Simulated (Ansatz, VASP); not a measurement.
HfO2: VASP beside Ansatz

POSCAR

```
HfO2
1.0
    3.6013519683      0.0000000000      0.0000000000
    0.0000000000      3.6013519683      0.0000000000
    0.0000000000      0.0000000000      5.2279684216
Hf O
2 4
Direct
    0.0000000000      0.0000000000      0.0000000000
    0.5000000000      0.5000000000      0.5000000000
    0.0000000000      0.5000000000      0.3032141976
    0.0000000000      0.5000000000      0.8032141976
    0.5000000000      0.0000000000      0.6967858024
    0.5000000000      0.0000000000      0.1967858024
```

File INCAR.step1:

```
SYSTEM = HfO2
ALGO = Normal ; EDIFF = 1E-5
EDIFFG = -0.005 ; ENCUT = 660
GGA = PE ; GGA_COMPAT = .FALSE.
IBRION = 2 ; ISIF = 3
ISMEAR = 0 ; LASPH = .TRUE.
LCHARG = .FALSE. ; LREAL = .FALSE.
LWAVE = .TRUE. ; NELM = 120
NELMIN = 4 ; NSW = 100
PREC = Accurate ; SIGMA = 0.02
```

The input INCAR.step2:

```
SYSTEM = HfO2
ALGO = Normal ; EDIFF = 1E-7
EDIFFG = -0.01 ; ENCUT = 660
GGA_COMPAT = .FALSE. ; IBRION = 2
ISIF = 3 ; ISMEAR = 0
ISTART = 1 ; LASPH = .TRUE.
LCHARG = .FALSE. ; LMIXTAU = .TRUE.
LREAL = .FALSE. ; LWAVE = .FALSE.
METAGGA = R2SCAN ; NELM = 120
NELMIN = 4 ; NSW = 80
PREC = Accurate ; SIGMA = 0.02
```

Contents of KPOINTS:

```
k-points
0
G
  6 6 6
  0 0 0
```

Input for Ansatz:

```yaml
crystal:
  lattice:
    - [3.6013519683, 0.0, 0.0]
    - [0.0, 3.6013519683, 0.0]
    - [0.0, 0.0, 5.2279684216]
  atoms:
    - { symbol: Hf, position: [0.0, 0.0, 0.0] }
    - { symbol: Hf, position: [0.5, 0.5, 0.5] }
    - { symbol: O, position: [0.0, 0.5, 0.3032141976] }
    - { symbol: O, position: [0.0, 0.5, 0.8032141976] }
    - { symbol: O, position: [0.5, 0.0, 0.6967858024] }
    - { symbol: O, position: [0.5, 0.0, 0.1967858024] }
basis:
  ecutwfc: 500
kpoints:
  mp_grid: { grid: [6, 6, 6] }
hamiltonian:
  xc: r2scan
scf:
  occupations: { method: gaussian, width: 0.02 }
output:
  forces: true
  stress: true
  eigenvalues: true
relax:
  adjacent_minimum: "off"
  f_tol: 0.01
  max_steps: 60
  cell: { stress_tol: 0.1 }
```

Alike in both runs: task relaxation of cell and atoms; functional r2SCAN; k mesh 6 × 6 × 6; occupations gaussian, width 0.02 eV; no spin polarisation.

|  | VASP | Ansatz |
| --- | --- | --- |
| version | VASP 6.6.1 | Ansatz 0.2.0 |
| potentials or method | VASP PAW PBE potentials, release 64 (Hf_pv, O), cutoff 660 eV | scalar-relativistic, plane waves, PAW |
| valence electrons in the cell | 44 | 76 |

VASP gave:

- gap on the k mesh at the Fermi level, each at its own relaxed structure (eV): 5.30
- relaxed volume (Å³/atom): 10.92
- relaxed length of the cell vector where the two differ most in proportion (Å): 5.169

Q: Which values does Ansatz return?

A: gap on the k mesh at the Fermi level, each at its own relaxed structure (eV): 5.27; relaxed volume (Å³/atom): 11.09; relaxed length of the cell vector where the two differ most in proportion (Å): 5.203.

VASP's potentials were made for PBE, not for r2SCAN. VASP's potentials hold 44 valence electrons a cell and Ansatz's 76, so a difference there can come from the potentials and not from the codes.

Spin-orbit coupling is off throughout.
